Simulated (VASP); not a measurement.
# Si16Ge (a cell with a defect) in VASP: a series of runs

Si16Ge (a cell with a defect) is run at these levels: PBE+D3(BJ); tasks: single point.

All numbers are computed with VASP 6.6.1; they aren't measurements. Logs are shortened: lines on timing, memory, paths and dates and some standing lists are left out, and cuts for length are marked.

## Step 1: The cell of the first run

The cell holds a defect, 17 atoms: a = 7.679 Å, b = 7.679 Å, c = 7.679 Å, α = 60.00°, β = 60.00°, γ = 60.00°.

## Step 2: Single point, PBE+D3(BJ)

INCAR reads:

```
ALGO     = Normal         # electronic algorithm
EDIFF    = 1E-6           # SCF threshold, eV
ENCUT    = 520            # plane-wave cutoff, eV
GGA      = PE             # functional
ISIF     = 2              # what is computed and relaxed
ISMEAR   = 0              # smearing method
IVDW     = 12             # dispersion correction
LASPH    = T              # aspherical terms in the spheres
LCHARG   = T              # write CHGCAR
LELF     = T              # ELF
LREAL    = Auto         
LVHAR    = T            
LWAVE    = F              # write WAVECAR
NBANDS   = 53             # bands
NELM     = 60             # most SCF steps
PREC     = Accurate       # precision mode
SIGMA    = 0.02           # smearing width, eV
```

KPOINTS reads:

```
k-points
0
Gamma
  2 2 2
```

POSCAR reads:

```
Si16Ge
1.0
    0.0000000000      5.4300000000      5.4300000000
    5.4300000000      0.0000000000      5.4300000000
    5.4300000000      5.4300000000      0.0000000000
Si Ge
16 1
Direct
   -0.0076709945     -0.0053837017      0.0227697053
    0.1286181400      0.1283520258      0.1301356354
    0.0088634438      0.0056592081      0.5100304788
    0.1134488029      0.1156307551      0.6590570902
    0.0067110497      0.4991782689     -0.0050139963
    0.1270324125      0.6163926335      0.1293878453
    0.0040796501      0.4787096685      0.5109813076
    0.1406319521      0.6176969613      0.6238391344
    0.4992465930      0.0058366483     -0.0045040516
    0.6146534991      0.1277406077      0.1292755985
    0.4766938306      0.0039334254      0.5098286372
    0.6178457643      0.1399608656      0.6238358195
    0.4990683241      0.4991611418     -0.0057112339
    0.6337133517      0.6332126151      0.0988273481
    0.5094978821      0.5100361878      0.4710899632
    0.6175309392      0.6176782689      0.6235088398
    0.8611127072      0.8637309392      0.4155272560
```

Potentials or basis: VASP PAW PBE potentials, release 64 (Si, Ge_d).

On the command line:

```console
$ cat potpaw_PBE.64/Si/POTCAR potpaw_PBE.64/Ge_d/POTCAR > POTCAR
$ mpirun -np 1 vasp_std > vasp.out
```

OUTCAR:

```text
EDIFF = 1E-6
   ENCUT = 520
   GGA = PE
   ISIF = 2
   ISMEAR = 0
   IVDW = 12
   LASPH = T
   LREAL = Auto
   NELM = 60
   PREC = Accurate
 IVDW          = 12

 ion  position               nearest neighbor table
   1  0.992  0.995  0.023-   4 2.28   2 2.37  10 2.37   6 2.38  17 2.46
   2  0.129  0.128  0.130-   9 2.33   5 2.33   1 2.37   3 2.38  17 2.89
   3  0.009  0.006  0.510-   4 2.29   2 2.38  17 2.42   8 2.44  12 2.45
   4  0.113  0.116  0.659-   1 2.28   7 2.28  11 2.29   3 2.29
   5  0.007  0.499  0.995-   2 2.33   8 2.33   6 2.33  14 2.34
   6  0.127  0.616  0.129-   5 2.33  13 2.33   1 2.38   7 2.39  17 2.90
   7  0.004  0.479  0.511-   4 2.28   6 2.39  17 2.42  16 2.43   8 2.44
   8  0.141  0.618  0.624-  15 2.32   5 2.33   3 2.44   7 2.44  17 2.66
   9  0.499  0.006  0.995-   2 2.33  10 2.33  12 2.33  14 2.34
  10  0.615  0.128  0.129-   9 2.33  13 2.33   1 2.37  11 2.39  17 2.90
  11  0.477  0.004  0.510-   4 2.29  10 2.39  17 2.42  16 2.42  12 2.46
  12  0.618  0.140  0.624-  15 2.33   9 2.33   3 2.45  11 2.46  17 2.64
  13  0.499  0.499  0.994-  16 2.33  10 2.33   6 2.33  14 2.34
  14  0.634  0.633  0.099-  15 2.33   9 2.34   5 2.34  13 2.34
  15  0.509  0.510  0.471-  16 2.32   8 2.32  12 2.33  14 2.33
  16  0.618  0.618  0.624-  15 2.32  13 2.33  11 2.42   7 2.43  17 2.67
  17  0.861  0.864  0.416-   3 2.42  11 2.42   7 2.42   1 2.46  12 2.64   8 2.66  16 2.67   2 2.89
                            10 2.90   6 2.90

  LATTYP: Found a face centered cubic cell.
 ALAT       =    10.8600000000

  Lattice vectors:

 A1 = (   0.0000000000,   5.4300000000,   5.4300000000)
 A2 = (   5.4300000000,   0.0000000000,   5.4300000000)
 A3 = (   5.4300000000,   5.4300000000,   0.0000000000)

Analysis of symmetry for initial positions (statically):
=====================================================================
 Subroutine PRICEL returns:
 Original cell was already a primitive cell.

 Routine SETGRP: Setting up the symmetry group for a
 face centered cubic supercell.

 Subroutine GETGRP returns: Found  1 space group operations
 (whereof  1 operations were pure point group operations)
 out of a pool of 48 trial point group operations.

The static configuration has the point symmetry C_1 .

Analysis of symmetry for dynamics (positions and initial velocities):
=====================================================================
 Subroutine PRICEL returns:
 Original cell was already a primitive cell.

 Routine SETGRP: Setting up the symmetry group for a
 face centered cubic supercell.

 Subroutine GETGRP returns: Found  1 space group operations
 (whereof  1 operations were pure point group operations)
 out of a pool of 48 trial point group operations.

The dynamic configuration has the point symmetry C_1 .

 Subroutine INISYM returns: Found  1 space group operations
 (whereof  1 operations are pure point group operations),
 and found     1 'primitive' translations

----------------------------------------------------------------------------------------

                                     Primitive cell

  volume of cell :     320.2060

  direct lattice vectors                    reciprocal lattice vectors
     0.000000000  5.430000000  5.430000000    -0.092081031  0.092081031  0.092081031
     5.430000000  0.000000000  5.430000000     0.092081031 -0.092081031  0.092081031
     5.430000000  5.430000000  0.000000000     0.092081031  0.092081031 -0.092081031

  length of vectors
     7.679179644  7.679179644  7.679179644     0.159489025  0.159489025  0.159489025

  position of ions in fractional coordinates (direct lattice)
     0.992329005  0.994616298  0.022769705
     0.128618140  0.128352026  0.130135635
     0.008863444  0.005659208  0.510030479
     0.113448803  0.115630755  0.659057090
     0.006711050  0.499178269  0.994986004
     0.127032413  0.616392633  0.129387845
[... 9 lines left out ...]
     0.617530939  0.617678269  0.623508840
     0.861112707  0.863730939  0.415527256

  ion indices of the primitive-cell ions
   primitive index   ion index
                 1           1
                 2           2
                 3           3
                 4           4
                 5           5
                 6           6
[... 9 lines left out ...]
                16          16
                17          17

----------------------------------------------------------------------------------------

 KPOINTS: k-points

Automatic generation of k-mesh.
 Grid dimensions read from file:
 generate k-points for:    2    2    2

 Generating k-lattice:

  Cartesian coordinates                     Fractional coordinates (reciprocal lattice)
    -0.046040516  0.046040516  0.046040516     0.500000000  0.000000000  0.000000000
     0.046040516 -0.046040516  0.046040516     0.000000000  0.500000000  0.000000000
     0.046040516  0.046040516 -0.046040516     0.000000000  0.000000000  0.500000000

  Length of vectors
     0.079744512  0.079744512  0.079744512

  Shift w.r.t. Gamma in fractional coordinates (k-lattice)
     0.000000000  0.000000000  0.000000000

 Subroutine IBZKPT returns following result:
 ===========================================

 Found      8 irreducible k-points:

 Following reciprocal coordinates:
            Coordinates               Weight
  0.000000  0.000000  0.000000      1.000000
  0.500000  0.000000  0.000000      1.000000
  0.000000  0.500000  0.000000      1.000000
  0.000000  0.000000  0.500000      1.000000
  0.500000  0.500000  0.500000      1.000000
  0.500000  0.500000  0.000000      1.000000
  0.000000  0.500000  0.500000      1.000000
  0.500000  0.000000  0.500000      1.000000
   k-points           NKPTS =      8   k-points in BZ     NKDIM =      8   number of bands    NBANDS=     53
   number of dos      NEDOS =    301   number of ions     NIONS =     17
   total plane-waves  NPLWV = 216000
   dimension x,y,z NGX =    60 NGY =   60 NGZ =   60
   dimension x,y,z NGXF=   120 NGYF=  120 NGZF=  120
   ions per type =              16   1
   NGX,Y,Z   is equivalent  to a cutoff of  12.99, 12.99, 12.99 a.u.
   NGXF,Y,Z  is equivalent  to a cutoff of  25.98, 25.98, 25.98 a.u.
 SYSTEM =  unknown system
   PREC   = accura    normal or accurate (medium, high low for compatibility)
   ISTART =      0    job   : 0-new  1-cont  2-samecut
   ICHARG =      2    charge: 1-file 2-atom 10-const
   ISPIN  =      1    spin polarized calculation?
   LNONCOLLINEAR =      F non collinear calculations
   LSORBIT =      F    spin-orbit coupling
   LASPH  =      T    aspherical Exc in radial PAW
   ENCUT  =  520.0 eV  38.22 Ry    6.18 a.u.  14.28 14.28 14.28*2*pi/ulx,y,z
   NELM   =     60;   NELMIN=  2; NELMDL= -5     # of ELM steps
   EDIFF  = 0.1E-05   stopping-criterion for ELM
   LREAL  =      T    real-space projection
   EDIFFG = 0.1E-04   stopping-criterion for IOM
   NSW    =      0    number of steps for IOM
   IBRION =     -1    ionic relax: 0-MD 1-quasi-New 2-CG
   NFREE  =      0    steps in history (QN), initial steepest desc. (CG)
   ISIF   =      2    stress and relaxation
   ISYM   =      2    0-nonsym 1-usesym 2-fastsym
   POTIM  = 0.5000    time-step for ionic-motion
   TEBEG  =    0.0;   TEEND  =   0.0 temperature during run
   PSTRESS=    0.0 pullay stress
   NELECT =      78.0000    total number of electrons
   NUPDOWN=      -1.0000    fix difference up-down
   EMIN   =  10.00;   EMAX   =-10.00  energy-range for DOS
   EFERMI =   0.00;   METHOD = LEGACY
   ISMEAR =     0;   SIGMA  =   0.02  broadening in eV -4-tet -1-fermi 0-gaus
   EFERMI_NEDOS =   21; number of points for ismear=-14 and -15
   IALGO  =     38    algorithm
   IMIX   =      4    mixing-type and parameters
     AMIX     =   0.40;   BMIX     =  1.00
     AMIX_MAG =   1.60;   BMIX_MAG =  1.00
  volume/ion in A,a.u.               =      18.84       127.11
  Fermi-wavevector in a.u.,A,eV,Ry     =   1.022421  1.932096 14.222785  1.045345
  Thomas-Fermi vector in A             =   2.156100
   LORBIT       =      0    0 simple, 1 ext, 2 COOP (PROOUT), +10 PAW based schemes
   GGA     = PE    functional components
   LHFCALC =     F    Hartree Fock is set to
   AEXX    =    0.0000 exact exchange contribution
   IVDW    =    12    specifies the selected vdW correction
   LEPSILON=     F    determine dielectric tensor
   LRPA    =     F    only Hartree local field effects (RPA)
 non-spin polarized calculation
 Gauss-broadening in eV      SIGMA  =   0.02
  energy-cutoff  :      520.00
  volume of cell :      320.21
 maximum number of plane-waves:      8646
 NGX is ok and might be reduce to    60
   NGX = 29   NGY = 29   NGZ = 29

 number of electron      78.0000001 magnetization

 Free energy of the ion-electron system (eV)
  ---------------------------------------------------
  ext. energy  EPLUGINS =         0.00000000
  ---------------------------------------------------
  free energy    TOTEN  =       -86.60472264 eV

  energy without entropy =      -86.60370839  energy(sigma->0) =      -86.60421552

 E-fermi :   6.9393     XC(G=0):  -9.7560

 val. band max:        6.9181046751   @ k =   0.0000   0.0000   0.0000
 cond. band min:       6.9639769166   @ k =   0.5000   0.5000   0.0000
 fundamental gap:      0.0458722415
 Fermi energy:         6.9392830693

 k-point     1 :       0.0000    0.0000    0.0000
  band No.  band energies     occupation
      1     -18.2557      2.00000
      2     -18.2532      2.00000
      3     -18.2521      2.00000
      4     -18.2394      2.00000
      5     -18.2390      2.00000
      6      -6.5002      2.00000
[... 43 lines left out ...]
     50       8.1874      0.00000
     51       8.9637      0.00000

 k-point     2 :       0.5000    0.0000    0.0000
  band No.  band energies     occupation
      1     -18.2557      2.00000
      2     -18.2532      2.00000
      3     -18.2521      2.00000
      4     -18.2394      2.00000
      5     -18.2390      2.00000
      6      -6.1549      2.00000
[... 43 lines left out ...]
     50       9.8653      0.00000
     51       9.8883      0.00000

 k-point     3 :       0.0000    0.5000    0.0000
  band No.  band energies     occupation
      1     -18.2557      2.00000
      2     -18.2532      2.00000
      3     -18.2521      2.00000
      4     -18.2394      2.00000
      5     -18.2390      2.00000
      6      -6.1564      2.00000
[... 43 lines left out ...]
     50       9.8565      0.00000
     51       9.8961      0.00000

 k-point     4 :       0.0000    0.0000    0.5000
  band No.  band energies     occupation
      1     -18.2557      2.00000
      2     -18.2532      2.00000
      3     -18.2521      2.00000
      4     -18.2394      2.00000
      5     -18.2390      2.00000
      6      -6.1745      2.00000
[... 43 lines left out ...]
     50       9.8504      0.00000
     51      10.0925      0.00000

 k-point     5 :       0.5000    0.5000    0.5000
  band No.  band energies     occupation
      1     -18.2557      2.00000
      2     -18.2532      2.00000
      3     -18.2521      2.00000
      4     -18.2394      2.00000
      5     -18.2390      2.00000
      6      -6.1541      2.00000
[... 43 lines left out ...]
     50       9.8658      0.00000
     51       9.8826      0.00000

 k-point     6 :       0.5000    0.5000    0.0000
  band No.  band energies     occupation
      1     -18.2557      2.00000
      2     -18.2532      2.00000
      3     -18.2521      2.00000
      4     -18.2394      2.00000
      5     -18.2390      2.00000
      6      -6.0489      2.00000
[... 43 lines left out ...]
     50      10.3144      0.00000
     51      10.4117      0.00000

 k-point     7 :       0.0000    0.5000    0.5000
  band No.  band energies     occupation
      1     -18.2557      2.00000
      2     -18.2532      2.00000
      3     -18.2521      2.00000
      4     -18.2394      2.00000
      5     -18.2390      2.00000
      6      -6.0546      2.00000
[... 43 lines left out ...]
     50      10.3312      0.00000
     51      10.4083      0.00000

 k-point     8 :       0.5000    0.0000    0.5000
  band No.  band energies     occupation
      1     -18.2557      2.00000
      2     -18.2532      2.00000
      3     -18.2521      2.00000
      4     -18.2394      2.00000
      5     -18.2390      2.00000
      6      -6.0511      2.00000
[... 43 lines left out ...]
     50      10.3205      0.00000
     51      10.4099      0.00000
 [bands above 51 left out]

------------------------ aborting loop because EDIFF is reached ----------------------------------------

 Edisp (eV)   -5.66649

 E8    (eV) :    -2.3553

  FORCE on cell =-STRESS in cart. coord.  units (eV):
  Direction    XX          YY          ZZ          XY          YZ          ZX
  --------------------------------------------------------------------------------------
  -------------------------------------------------------------------------------------
  Total       6.48013     6.96685     7.29591    -0.24038     0.05438     0.17292
  in kB      32.42388    34.85922    36.50567    -1.20278     0.27212     0.86521
  external pressure =       34.60 kB  Pullay stress =        0.00 kB

 VOLUME and BASIS-vectors are now :
 -----------------------------------------------------------------------------
  energy-cutoff  :      520.00
  volume of cell :      320.21
      direct lattice vectors                 reciprocal lattice vectors
     0.000000000  5.430000000  5.430000000    -0.092081031  0.092081031  0.092081031
     5.430000000  0.000000000  5.430000000     0.092081031 -0.092081031  0.092081031
     5.430000000  5.430000000  0.000000000     0.092081031  0.092081031 -0.092081031

 POSITION                                       TOTAL-FORCE (eV/Angst)
 -----------------------------------------------------------------------------------
      5.52441      5.51199     10.78911        -0.069951     -0.080349      0.083744
      1.40359      1.40503      1.39535        -0.010428     -0.010512     -0.009399
      2.80019      2.81759      0.07886        -0.016906     -0.012894     -0.028067
      4.20655      4.19471      1.24390        -0.060163     -0.062367      0.058310
      8.11331      5.43921      2.74698         0.029920      0.003890     -0.031835
      4.04959      1.39236      4.03680         0.008797     -0.013319      0.013333
[... 9 lines left out ...]
      6.73965      6.73885      6.70719         0.042892      0.041202      0.005971
      6.94637      6.93216      9.36590        -0.124040     -0.119955      0.117227
 -----------------------------------------------------------------------------------
    total drift:                               -0.005758      0.000949     -0.002509

  FREE ENERGIE OF THE ION-ELECTRON SYSTEM (eV)
  ---------------------------------------------------
  free  energy   TOTEN  =       -92.2712082240 eV

  energy  without entropy=      -92.2701939796  energy(sigma->0) =      -92.27070110
```

It took 4.6 min on 1 thread of AMD EPYC 7R13 (Zen 3), shared host; peak memory 0.46 GiB.

What came out:

```yaml
Free_energy: -92.2712 eV
Pressure: 3.5 GPa
Largest_force: 0.209 eV/Å
Band_gap_on_the_k_mesh: zero (bands 39 and 40 overlap by 0.26 eV)
Dispersion_energy_per_atom: -0.333 eV
```

Forces on the atoms (eV/Å):
```
Si  -0.070 -0.080  0.084
Si  -0.010 -0.011 -0.009
Si  -0.017 -0.013 -0.028
Si  -0.060 -0.062  0.058
Si   0.030  0.004 -0.032
Si   0.009 -0.013  0.013
Si   0.040 -0.011  0.015
Si   0.044 -0.014 -0.039
Si   0.007  0.036 -0.036
Si  -0.010  0.008  0.011
Si  -0.017  0.033  0.013
Si  -0.019  0.046 -0.042
Si   0.029  0.033 -0.007
Si   0.064  0.065 -0.065
Si   0.060  0.056 -0.058
Si   0.043  0.041  0.006
Ge  -0.124 -0.120  0.117
```

Levels at points of the mesh, in eV from the Fermi level:
```
           k point  band 36  band 37  band 38  band 39  band 40  band 41  band 42  band 43
(0.00, 0.00, 0.00)    -0.91    -0.77    -0.74    -0.37    -0.22    -0.21    -0.02     0.03
(0.50, 0.00, 0.00)    -1.51    -1.50    -1.42    -0.29     0.38     0.64     0.79     0.84
(0.00, 0.50, 0.00)    -1.51    -1.50    -1.40    -0.29     0.36     0.65     0.79     0.84
(0.00, 0.00, 0.50)    -1.49    -1.47    -1.46    -0.36     0.38     0.43     0.99     1.00
(0.50, 0.50, 0.50)    -1.51    -1.50    -1.42    -0.30     0.39     0.63     0.79     0.84
(0.50, 0.50, 0.00)    -2.04    -1.88    -1.26     0.02     0.67     1.03     1.11     1.16
(0.00, 0.50, 0.50)    -2.03    -1.92    -1.29     0.04     0.67     1.02     1.10     1.14
(0.50, 0.00, 0.50)    -2.04    -1.90    -1.27     0.03     0.67     1.02     1.10     1.16
```

Caveat: the k points lie up to 0.50 Å⁻¹ apart.

[end of part 1 of 2]

The gap in the log of VASP goes by the Fermi energy; the results here count the filled bands.